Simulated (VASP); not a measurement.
# AsS2 (R-3m) in VASP: a series of runs

AsS2 is run at these levels: PBE, PBE+D3(BJ); tasks: single point.

All numbers are computed with VASP 6.6.1; they aren't measurements. Logs are shortened: lines on timing, memory, paths and dates and some standing lists are left out, and cuts for length are marked.

### 1 The cell of the first run

The structure is trigonal, space group R-3m (No. 166). The conventional cell has a = 3.475 Å, b = 3.475 Å, c = 19.366 Å, α = 90.00°, β = 90.00°, γ = 120.00°. As (site symmetry -3m) has 6 S at 2.48 Å within 3.3 Å. S (site symmetry 3m) has 3 As at 2.48 Å within 3.3 Å.

### 2 Single point, PBE

INCAR

```
ALGO = Normal ; EDIFF = 1E-6
ENCUT = 520 ; GGA = PE
ISIF = 2 ; ISMEAR = 0
LASPH = T ; LCHARG = T
LELF = T ; LREAL = F
LVHAR = T ; LWAVE = F
NBANDS = 16 ; NELM = 100
PREC = Accurate ; SIGMA = 0.1
```

KPOINTS

```
k-points
0
Gamma
  18 18 18
```

POSCAR

```
AsS2
1.0
    1.7376407767      1.0032273702      6.4554466287
   -1.7376407767      1.0032273702      6.4554466287
    0.0000000000     -2.0064547403      6.4554466287
As S
1 2
Direct
    0.0000000000      0.0000000000      0.0000000000
    0.7421611380      0.7421611380      0.7421611380
    0.2578388620      0.2578388620      0.2578388620
```

Potentials or basis: VASP PAW PBE potentials, release 64 (As, S).

On the command line:

```console
> cat potpaw_PBE.64/As/POTCAR potpaw_PBE.64/S/POTCAR > POTCAR
> mpirun -np 1 vasp_std > vasp.out
```

OUTCAR:

```text
EDIFF = 1E-6
   ENCUT = 520
   GGA = PE
   ISIF = 2
   ISMEAR = 0
   LASPH = T
   LREAL = F
   NELM = 100
   PREC = Accurate

 ion  position               nearest neighbor table
   1  0.000  0.000  0.000-   2 2.48   3 2.48   2 2.48   2 2.48   3 2.48   3 2.48
   2  0.742  0.742  0.742-   1 2.48   1 2.48   1 2.48
   3  0.258  0.258  0.258-   1 2.48   1 2.48   1 2.48

  LATTYP: Found a trigonal (rhomboedric) cell.
 ALAT       =     6.7600777955
 COS(alpha) =     0.8678562562

  Lattice vectors:

 A1 = (   1.7376407767,   1.0032273702,   6.4554466287)
 A2 = (  -1.7376407767,   1.0032273702,   6.4554466287)
 A3 = (   0.0000000000,  -2.0064547403,   6.4554466287)

Analysis of symmetry for initial positions (statically):
=====================================================================
 Subroutine PRICEL returns:
 Original cell was already a primitive cell.

 Routine SETGRP: Setting up the symmetry group for a
 trigonal (rhombohedral) supercell.

 Subroutine GETGRP returns: Found 12 space group operations
 (whereof 12 operations were pure point group operations)
 out of a pool of 12 trial point group operations.

The static configuration has the point symmetry D_3d.

Analysis of symmetry for dynamics (positions and initial velocities):
=====================================================================
 Subroutine PRICEL returns:
 Original cell was already a primitive cell.

 Routine SETGRP: Setting up the symmetry group for a
 trigonal (rhombohedral) supercell.

 Subroutine GETGRP returns: Found 12 space group operations
 (whereof 12 operations were pure point group operations)
 out of a pool of 12 trial point group operations.

The dynamic configuration has the point symmetry D_3d.

 Subroutine INISYM returns: Found 12 space group operations
 (whereof 12 operations are pure point group operations),
 and found     1 'primitive' translations

----------------------------------------------------------------------------------------

                                     Primitive cell

  volume of cell :      67.5207

  direct lattice vectors                    reciprocal lattice vectors
     1.737640777  1.003227370  6.455446629     0.287746470  0.166130502  0.051635983
    -1.737640777  1.003227370  6.455446629    -0.287746470  0.166130502  0.051635983
     0.000000000 -2.006454740  6.455446629     0.000000000 -0.332261004  0.051635983

  length of vectors
     6.760077795  6.760077795  6.760077795     0.336249386  0.336249386  0.336249386

  position of ions in fractional coordinates (direct lattice)
     0.000000000  0.000000000  0.000000000
     0.742161138  0.742161138  0.742161138
     0.257838862  0.257838862  0.257838862

  ion indices of the primitive-cell ions
   primitive index   ion index
                 1           1
                 2           2
                 3           3

----------------------------------------------------------------------------------------

 KPOINTS: k-points

Automatic generation of k-mesh.
 Grid dimensions read from file:
 generate k-points for:   18   18   18

 Generating k-lattice:

  Cartesian coordinates                     Fractional coordinates (reciprocal lattice)
     0.015985915  0.009229472  0.002868666     0.055555556  0.000000000  0.000000000
    -0.015985915  0.009229472  0.002868666     0.000000000  0.055555556  0.000000000
     0.000000000 -0.018458945  0.002868666    -0.000000000 -0.000000000  0.055555556

  Length of vectors
     0.018680521  0.018680521  0.018680521

  Shift w.r.t. Gamma in fractional coordinates (k-lattice)
     0.000000000  0.000000000  0.000000000

 Subroutine IBZKPT returns following result:
 ===========================================

 Found    580 irreducible k-points:

 Following reciprocal coordinates:
            Coordinates               Weight
  0.000000  0.000000  0.000000      1.000000
  0.055556 -0.000000 -0.000000      6.000000
  0.111111 -0.000000 -0.000000      6.000000
  0.166667  0.000000  0.000000      6.000000
  0.222222  0.000000  0.000000      6.000000
  0.277778  0.000000 -0.000000      6.000000
[... 16 lines left out ...]
 -0.277778  0.055556  0.000000     12.000000
 -0.222222  0.055556  0.000000     12.000000
 [... further k-points ...]
   k-points           NKPTS =    580   k-points in BZ     NKDIM =    580   number of bands    NBANDS=     16
   number of dos      NEDOS =    301   number of ions     NIONS =      3
   total plane-waves  NPLWV = 125000
   dimension x,y,z NGX =    50 NGY =   50 NGZ =   50
   dimension x,y,z NGXF=   100 NGYF=  100 NGZF=  100
   ions per type =               1   2
   NGX,Y,Z   is equivalent  to a cutoff of  12.30, 12.30, 12.30 a.u.
   NGXF,Y,Z  is equivalent  to a cutoff of  24.59, 24.59, 24.59 a.u.
 SYSTEM =  unknown system
   PREC   = accura    normal or accurate (medium, high low for compatibility)
   ISTART =      0    job   : 0-new  1-cont  2-samecut
   ICHARG =      2    charge: 1-file 2-atom 10-const
   ISPIN  =      1    spin polarized calculation?
   LNONCOLLINEAR =      F non collinear calculations
   LSORBIT =      F    spin-orbit coupling
   LASPH  =      T    aspherical Exc in radial PAW
   ENCUT  =  520.0 eV  38.22 Ry    6.18 a.u.  12.57 12.57 12.57*2*pi/ulx,y,z
   NELM   =    100;   NELMIN=  2; NELMDL= -5     # of ELM steps
   EDIFF  = 0.1E-05   stopping-criterion for ELM
   LREAL  =      F    real-space projection
   EDIFFG = 0.1E-04   stopping-criterion for IOM
   NSW    =      0    number of steps for IOM
   IBRION =     -1    ionic relax: 0-MD 1-quasi-New 2-CG
   NFREE  =      0    steps in history (QN), initial steepest desc. (CG)
   ISIF   =      2    stress and relaxation
   ISYM   =      2    0-nonsym 1-usesym 2-fastsym
   POTIM  = 0.5000    time-step for ionic-motion
   TEBEG  =    0.0;   TEEND  =   0.0 temperature during run
   PSTRESS=    0.0 pullay stress
   NELECT =      17.0000    total number of electrons
   NUPDOWN=      -1.0000    fix difference up-down
   EMIN   =  10.00;   EMAX   =-10.00  energy-range for DOS
   EFERMI =   0.00;   METHOD = LEGACY
   ISMEAR =     0;   SIGMA  =   0.10  broadening in eV -4-tet -1-fermi 0-gaus
   EFERMI_NEDOS =   21; number of points for ismear=-14 and -15
   IALGO  =     38    algorithm
   IMIX   =      4    mixing-type and parameters
     AMIX     =   0.40;   BMIX     =  1.00
     AMIX_MAG =   1.60;   BMIX_MAG =  1.00
  volume/ion in A,a.u.               =      22.51       151.88
  Fermi-wavevector in a.u.,A,eV,Ry     =   1.033742  1.953489 14.539492  1.068623
  Thomas-Fermi vector in A             =   2.168003
   LORBIT       =      0    0 simple, 1 ext, 2 COOP (PROOUT), +10 PAW based schemes
   GGA     = PE    functional components
   LHFCALC =     F    Hartree Fock is set to
   AEXX    =    0.0000 exact exchange contribution
   IVDW    =     0    specifies the selected vdW correction
   LEPSILON=     F    determine dielectric tensor
   LRPA    =     F    only Hartree local field effects (RPA)
 non-spin polarized calculation
 Gauss-broadening in eV      SIGMA  =   0.10
  energy-cutoff  :      520.00
  volume of cell :       67.52
 maximum number of plane-waves:      1849
   NGX = 25   NGY = 25   NGZ = 25

 number of electron      17.0000000 magnetization

 Free energy of the ion-electron system (eV)
  ---------------------------------------------------
  ext. energy  EPLUGINS =         0.00000000
  ---------------------------------------------------
  free energy    TOTEN  =       -12.77307946 eV

  energy without entropy =      -12.76465136  energy(sigma->0) =      -12.76886541

 E-fermi :   3.6831     XC(G=0):  -9.1042

 val. band max:        3.6825649884   @ k =  -0.1667   0.2222   0.1111
 cond. band min:       3.6845970425   @ k =  -0.3889   0.3333   0.1667
 fundamental gap:      0.0020320541
 Fermi energy:         3.6830960062

 k-point     1 :       0.0000    0.0000    0.0000
  band No.  band energies     occupation
      1     -12.2129      2.00000
      2      -9.3895      2.00000
      3      -4.4558      2.00000
      4       1.8419      2.00000
      5       1.8506      2.00000
      6       1.8506      2.00000
[... 8 lines left out ...]
     15      11.8260      0.00000
     16      12.4558      0.00000

 k-point     2 :       0.0556   -0.0000   -0.0000
  band No.  band energies     occupation
      1     -12.1705      2.00000
      2      -9.3628      2.00000
      3      -4.4664      2.00000
      4       1.3458      2.00000
      5       1.7059      2.00000
      6       1.8149      2.00000
[... 8 lines left out ...]
     15      11.9175      0.00000
     16      12.5357      0.00000

 k-point     3 :       0.1111   -0.0000   -0.0000
  band No.  band energies     occupation
      1     -12.0437      2.00000
      2      -9.2848      2.00000
      3      -4.5108      2.00000
      4       0.5073      2.00000
      5       1.3902      2.00000
      6       1.6057      2.00000
[... 8 lines left out ...]
     15      12.1785      0.00000
     16      12.6607      0.00000

 k-point     4 :       0.1667    0.0000    0.0000
  band No.  band energies     occupation
      1     -11.8340      2.00000
      2      -9.1624      2.00000
      3      -4.6266      2.00000
      4      -0.3004      2.00000
      5       1.0292      2.00000
      6       1.0594      2.00000
[... 8 lines left out ...]
     15      12.5765      0.00000
     16      12.5908      0.00000

 k-point     5 :       0.2222    0.0000    0.0000
  band No.  band energies     occupation
      1     -11.5443      2.00000
      2      -9.0091      2.00000
      3      -4.8666      2.00000
      4      -0.9705      2.00000
      5       0.4765      2.00000
      6       0.6794      2.00000
[... 8 lines left out ...]
     15      12.7198      0.00000
     16      13.0344      0.00000

 k-point     6 :       0.2778    0.0000   -0.0000
  band No.  band energies     occupation
      1     -11.1795      2.00000
      2      -8.8491      2.00000
      3      -5.2563      2.00000
      4      -1.4806      2.00000
      5       0.0178      2.00000
      6       0.3697      2.00000
[... 8 lines left out ...]
     15      13.0165      0.00000
     16      13.5568      0.00000

 k-point     7 :       0.3333    0.0000   -0.0000
  band No.  band energies     occupation
      1     -10.7479      2.00000
      2      -8.7255      2.00000
      3      -5.7437      2.00000
      4      -1.8871      2.00000
      5      -0.2300      2.00000
      6       0.1164      2.00000
[... 8 lines left out ...]
     15      13.5135      0.00000
     16      14.2665      0.00000

 k-point     8 :       0.3889    0.0000    0.0000
  band No.  band energies     occupation
      1     -10.2642      2.00000
      2      -8.7095      2.00000
      3      -6.2083      2.00000
      4      -2.2296      2.00000
      5      -0.2682      2.00000
      6      -0.0702      2.00000
[... 8 lines left out ...]
     15      13.7968      0.00000
     16      14.1696      0.00000

 k-point     9 :       0.4444    0.0000    0.0000
  band No.  band energies     occupation
      1      -9.7571      2.00000
      2      -8.8812      2.00000
      3      -6.5208      2.00000
      4      -2.4726      2.00000
      5      -0.1964      2.00000
      6      -0.1844      2.00000
[... 8 lines left out ...]
     15      13.4576      0.00000
     16      14.4186      0.00000
[... 172 lines left out ...]
 k-point    19 :       0.5000    0.0556   -0.0000
  band No.  band energies     occupation
      1      -9.4842      2.00000
      2      -9.0219      2.00000
      3      -6.6330      2.00000
      4      -2.5088      2.00000
      5      -0.3919      2.00000
      6      -0.1784      2.00000
[... 8 lines left out ...]
     15      13.2869      0.00000
     16      13.9246      0.00000

 k-point    20 :      -0.4444    0.0556    0.0000
  band No.  band energies     occupation
      1      -9.4885      2.00000
      2      -9.0169      2.00000
      3      -6.6316      2.00000
      4      -2.5135      2.00000
      5      -0.3921      2.00000
      6      -0.1964      2.00000
[... 8 lines left out ...]
     15      13.3027      0.00000
     16      13.9154      0.00000

 k-point    21 :      -0.3889    0.0556   -0.0000
  band No.  band energies     occupation
      1      -9.9848      2.00000
      2      -8.7480      2.00000
      3      -6.4185      2.00000
      4      -2.3533      2.00000
      5      -0.3907      2.00000
      6      -0.1866      2.00000
[... 8 lines left out ...]
     15      13.5904      0.00000
     16      13.7382      0.00000

 k-point    22 :      -0.3333    0.0556    0.0000
  band No.  band energies     occupation
      1     -10.4839      2.00000
      2      -8.6799      2.00000
      3      -6.0140      2.00000
      4      -2.0649      2.00000
      5      -0.4271      2.00000
      6      -0.0095      2.00000
[... 8 lines left out ...]
     15      13.3169      0.00000
     16      13.8504      0.00000

 k-point    23 :      -0.2778    0.0556    0.0000
  band No.  band energies     occupation
      1     -10.9429      2.00000
      2      -8.7605      2.00000
      3      -5.5218      2.00000
      4      -1.6924      2.00000
      5      -0.3574      2.00000
      6       0.2930      2.00000
[... 8 lines left out ...]
     15      12.7590      0.00000
     16      13.6830      0.00000

 k-point    24 :      -0.2222    0.0556    0.0000
  band No.  band energies     occupation
      1     -11.3415      2.00000
      2      -8.9084      2.00000
      3      -5.0733      2.00000
      4      -1.2378      2.00000
      5      -0.1161      2.00000
      6       0.6950      2.00000
[... 8 lines left out ...]
     15      12.3894      0.00000
     16      13.1197      0.00000

 [... further k-points ...]
[... 5 lines left out ...]
  --------------------------------------------------------------------------------------
  -------------------------------------------------------------------------------------
  Total       -0.0440533     -0.0440533     -0.0260951      0.0000000     -0.0000000      0.0000000
  in kB       -1.0453279     -1.0453279     -0.6192016      0.0000000     -0.0000000      0.0000000
  external PRESSURE =      -0.9032858 kB  Pullay stress =       0.0000000 kB

 VOLUME and BASIS-vectors are now :
 -----------------------------------------------------------------------------
  energy-cutoff  :      520.00
  volume of cell :       67.52
      direct lattice vectors                 reciprocal lattice vectors
     1.737640777  1.003227370  6.455446629     0.287746470  0.166130502  0.051635983
    -1.737640777  1.003227370  6.455446629    -0.287746470  0.166130502  0.051635983
     0.000000000 -2.006454740  6.455446629     0.000000000 -0.332261004  0.051635983

 POSITION                                       TOTAL-FORCE (eV/Angst)
 -----------------------------------------------------------------------------------
      0.00000      0.00000      0.00000         0.000000      0.000000      0.000000
      0.00000      0.00000     14.37294        -0.000000     -0.000000     -0.011892
      0.00000      0.00000      4.99340        -0.000000      0.000000      0.011892
 -----------------------------------------------------------------------------------
    total drift:                               -0.000000     -0.000000      0.000000

  FREE ENERGIE OF THE ION-ELECTRON SYSTEM (eV)
  ---------------------------------------------------
  free  energy   TOTEN  =       -12.7730794631 eV

  energy  without entropy=      -12.7646513584  energy(sigma->0) =      -12.76886541
```

It took 25 min on 1 thread of Intel Xeon Platinum 8259CL at 2.50GHz (Skylake/Cascade Lake), shared host; peak memory 0.79 GiB.

What came out:

```
Free energy   : -12.7731 eV
Pressure      : -0.1 GPa
Largest force : 0.012 eV/Å
```

Forces on the atoms (eV/Å):
```
As   0.000  0.000  0.000
S    0.000  0.000 -0.012
S    0.000  0.000  0.012
```

Levels at points of the mesh, in eV from the Fermi level:
```tsv
k point	band 7	band 8	band 9	band 10	band 11	band 12
(0.00, 0.00, 0.00)	-1.06	-1.06	-0.53	2.17	2.62	2.62
(0.50, 0.00, 0.00)	-2.20	-1.39	-1.02	2.70	4.08	4.68
(0.50, 0.50, 0.00)	-1.64	-1.35	-1.29	3.02	3.76	3.84
(0.50, 0.50, 0.50)	-1.02	-1.02	0.27	2.05	2.62	2.62
```

### 3 Single point, PBE+D3(BJ)

INCAR

```
PREC     = Accurate       # precision mode
ENCUT    = 520            # plane-wave cutoff, eV
EDIFF    = 1E-7           # SCF threshold, eV
ISMEAR   = 0              # smearing method
SIGMA    = 0.1            # smearing width, eV
LREAL    = F              # projectors in reciprocal space
LASPH    = T              # aspherical terms in the spheres
NELM     = 80             # most SCF steps
ALGO     = Normal         # electronic algorithm
ISIF     = 2              # what is computed and relaxed
LWAVE    = F              # write WAVECAR
LCHARG   = F              # write CHGCAR
GGA      = PE             # functional
IVDW     = 12             # dispersion correction
NBANDS   = 16             # bands
```

KPOINTS

```
Automatic mesh
0
Gamma
  18 18 18
```

POSCAR is that of step 2.

Potentials or basis: VASP PAW PBE potentials, release 64 (As, S).

On the command line:

```console
> cat potpaw_PBE.64/As/POTCAR potpaw_PBE.64/S/POTCAR > POTCAR
> mpirun -np 1 vasp_std > vasp.out
```

It took 26 min on 1 thread of Intel Xeon Platinum 8259CL at 2.50GHz (Skylake/Cascade Lake), shared host; peak memory 0.8 GiB.

It converged, with:

```yaml
Free_energy: -13.7052 eV
Pressure: -2.3 GPa
Largest_force: 0.022 eV/Å
Dispersion_energy_per_atom: -0.311 eV
```

Forces on the atoms (eV/Å):
```
As   0.000  0.000  0.000
S    0.000  0.000 -0.022
S    0.000  0.000  0.022
```

Stress tensor (GPa, compression positive):
```
-2.39  0.00  0.00
 0.00 -2.39  0.00
 0.00  0.00 -2.08
```

Levels at points of the mesh, in eV from the Fermi level:
```tsv
k point	band 5	band 6	band 7	band 8	band 9	band 10	band 11	band 12	band 13	band 14
(0.00, 0.00, 0.00)	-1.83	-1.83	-1.06	-1.06	-0.53	2.17	2.62	2.62	6.56	8.14
(0.50, 0.00, 0.00)	-3.91	-3.83	-2.20	-1.39	-1.02	2.70	4.08	4.68	5.29	8.70
(0.50, 0.50, 0.00)	-3.93	-3.73	-1.64	-1.35	-1.29	3.02	3.76	3.84	4.53	9.12
(0.50, 0.50, 0.50)	-1.86	-1.86	-1.02	-1.02	0.27	2.05	2.62	2.62	7.76	8.01
```

Caveat: three body term missing; pairwise dispersion overbinds metals, which lowers pressure and volume.
